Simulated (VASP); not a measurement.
A run of VASP 6.6.1:

File INCAR:

```
ALGO = Normal
EDIFF = 1E-8
ENCUT = 520
GGA = PS
ISIF = 2
ISMEAR = -1
LASPH = T
LCHARG = F
LEFG = T
LREAL = F
LWAVE = F
NBANDS = 15
NELM = 60
PREC = Accurate
SIGMA = 0.01
```

KPOINTS

```
k-points
0
Gamma
  9 9 9
```

File POSCAR:

```
KF
1.0
    0.0534700000      2.7002350000      2.7002350000
    2.7002350000      0.0534700000      2.7002350000
    2.7002350000      2.7002350000      0.0534700000
K F
1 1
Direct
    0.0000000000      0.0000000000      0.0000000000
    0.5000000000      0.5000000000      0.5000000000
```

Potentials or basis: VASP PAW PBE potentials, release 64 (K_sv, F).

Launch:

```bash
$ cat potpaw_PBE.64/K_sv/POTCAR potpaw_PBE.64/F/POTCAR > POTCAR
$ mpirun -np 1 vasp_std > vasp.out
```

Hardware: 1 thread of Intel(R) Xeon(R) Platinum 8488C (Sapphire Rapids), on a shared host.

Estimate the wall time of this run.

Wall time 40 s on 1 thread of Intel(R) Xeon(R) Platinum 8488C (Sapphire Rapids), on a shared host, peak memory 0.18 GiB. Counts: scf iterations 16, k points 85.
